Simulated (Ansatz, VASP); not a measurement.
## Ir: VASP beside Ansatz

Contents of POSCAR:

```
Ir
1.0
    0.0000000000      1.9197000000      1.7037337500
    1.9197000000      0.0000000000      1.7037337500
    1.9197000000      1.9197000000      0.0000000000
Ir
1
Direct
    0.0000000000      0.0000000000      0.0000000000
```

INCAR.step1

```
SYSTEM = Ir
PREC = Accurate
ENCUT = 520
ISMEAR = 0
SIGMA = 0.15
LREAL = .False.
LASPH = .True.
NELM = 60
NBANDS = 10
GGA = PE
ALGO = Normal
EDIFF = 1E-4
LWAVE = .True.
LCHARG = .False.
```

File INCAR.step2:

```
SYSTEM = Ir
PREC = Accurate
ENCUT = 520
EDIFF = 1E-6
ISMEAR = 0
SIGMA = 0.15
LREAL = .False.
LASPH = .True.
NELM = 60
ALGO = Normal
ISIF = 2
LWAVE = .False.
LCHARG = .False.
METAGGA = R2SCAN
LMIXTAU = .True.
NBANDS = 10
ISTART = 1
```

Contents of KPOINTS:

```
Automatic mesh
0
Gamma
  22 22 22
  0 0 0
```

Input for Ansatz:

```yaml
crystal:
  lattice:
    - [0.0, 1.9197, 1.70373375]
    - [1.9197, 0.0, 1.70373375]
    - [1.9197, 1.9197, 0.0]
  atoms:
    - { symbol: Ir, position: [0.0, 0.0, 0.0] }
basis:
  ecutwfc: 500
kpoints:
  mp_grid: { grid: [22, 22, 22] }
hamiltonian:
  xc: r2scan
scf:
  occupations: { method: gaussian, width: 0.15 }
output:
  forces: true
  stress: true
  eigenvalues: true
```

Change from the starting cell: strain -0.1125 x Voigt [0, 0, 1, 0, 0, 0], atoms carried along.

Alike in both runs: task single point; functional r2SCAN; k mesh 22 × 22 × 22; occupations gaussian, width 0.15 eV; no spin polarisation.

|  | VASP | Ansatz |
| --- | --- | --- |
| version | VASP 6.6.1 | Ansatz 0.2.0 |
| potentials or method | VASP PAW PBE potentials, release 64 (Ir), cutoff 520 eV | scalar-relativistic, plane waves, PAW |
| valence electrons in the cell | 9 | 17 |

Ansatz gave:

- gap on the k mesh at the Fermi level (eV): none
- pressure (GPa): 66.7
- traceless stress, the component that is largest in VASP (GPa): 35.78

Which values does VASP return?

gap on the k mesh at the Fermi level (eV): none; pressure (GPa): 71.7; traceless stress, the component that is largest in VASP (GPa): 35.90.

VASP's potentials were made for PBE, not for r2SCAN. A gap of «none» marks a metal or a gap that the smearing closes. Both programs put the cell under a high pressure, so it lies far from rest at this level. VASP's potentials hold 9 valence electrons a cell and Ansatz's 17, so a difference there can come from the potentials and not from the codes.

Spin-orbit coupling is off throughout. Noted on VASP's run: the cell as given lies far from equilibrium.
